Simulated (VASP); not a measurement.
Runs of VASP 6.6.1 on YSe2. The structure is that of space group R-3m (No. 166), or close to it. The cells are those of the table. 

```tsv
level	potentials or basis	k mesh	smearing	gap on the mesh (eV)	pressure (GPa)	largest force (eV/Å)
PBE	VASP PAW PBE potentials, release 64 (Y_sv, Se)	10 × 10 × 10	gaussian 0.05 eV	none	0.0	-
PBE	VASP PAW PBE potentials, release 64 (Y_sv, Se)	10 × 10 × 10, shifted	gaussian 0.05 eV	none	0.0	0.01
LDA	VASP PAW LDA potentials, release 64 (Y_sv, Se)	10 × 10 × 10	gaussian 0.05 eV	none	-4.1	0.15
PBEsol	VASP PAW PBE potentials, release 64 (Y_sv, Se)	10 × 10 × 10	gaussian 0.05 eV	none	(a)	0.07
PBE	VASP PAW PBE potentials, release 64 (Y_sv, Se)	10 × 10 × 10	fermi-dirac 0.05 eV	none	0.0	0.01
```

Alike in all rows: task single point; no spin polarisation; cell a = 5.781 Å, angles 44.1°, 3 atoms; cutoff (eV) 520.

Question: Estimate the missing entries.

Answer: (a) -2.5.

Caveats: the cell stands under tension (at least some runs); the PAW data sets were made with another functional, which shifts forces and pressure a little (at least some runs).

A k mesh can miss the band edges, and the runs leave out spin-orbit coupling on Se, Y.

A gap of «none» marks levels without a gap at the run's occupations.
